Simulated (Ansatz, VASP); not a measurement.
# HfO2 in VASP and in Ansatz

```
CELL_PARAMETERS angstrom
5.21838 0.00000 0.00000
0.00000 5.28741 0.00000
-0.87550 0.00000 5.31613
ATOMIC_POSITIONS crystal
Hf 0.27550 0.46030 0.70800
Hf 0.72450 0.96030 0.79200
Hf 0.72450 0.53970 0.29200
Hf 0.27550 0.03970 0.20800
O 0.07420 0.16840 0.84670
O 0.92580 0.66840 0.65330
O 0.92580 0.83160 0.15330
O 0.07420 0.33160 0.34670
O 0.44870 0.74190 0.98010
O 0.55130 0.24190 0.51990
O 0.55130 0.25810 0.01990
O 0.44870 0.75810 0.48010
```

Alike in both runs: task single point; functional PBE exchange alone; k mesh 5 × 5 × 5; occupations fermi-dirac, width 0.05 eV; no spin polarisation.

|  | VASP | Ansatz |
| --- | --- | --- |
| version | VASP 6.6.1 | Ansatz 0.2.0 |
| potentials or method | VASP PAW PBE potentials, release 64 (Hf_pv, O) | Ansatz PAW |
| plane-wave cutoff (eV) | 520 | 420 |
| valence electrons in the cell | 88 | 152 |

VASP gave:

- gap on the k mesh at the Fermi level (eV): 4.05
- least direct gap on the mesh (eV): 4.12
- pressure (GPa): 8.1
- traceless stress, the component that is largest in VASP (GPa): -1.14
- rms of the force components (eV/Å): 0.155

Q: Estimate Ansatz's values.

A: gap on the k mesh at the Fermi level (eV): 4.09; least direct gap on the mesh (eV): 4.16; pressure (GPa): 10.8; traceless stress, the component that is largest in VASP (GPa): -1.09; rms of the force components (eV/Å): 0.164.

VASP's potentials were made for PBE, not for PBE exchange alone. Atom by atom the forces differ by 0.032 eV/Å (rms over components). The functional is the same, so the differences come from potentials, cutoffs and numerics. VASP's potentials hold 88 valence electrons a cell and Ansatz's 152, so a difference there can come from the potentials and not from the codes.

Spin-orbit coupling is off throughout. Noted on Ansatz's run: odd divisions of the mesh miss points on the zone boundary, where band edges often lie, so the gap on the mesh can be too wide.
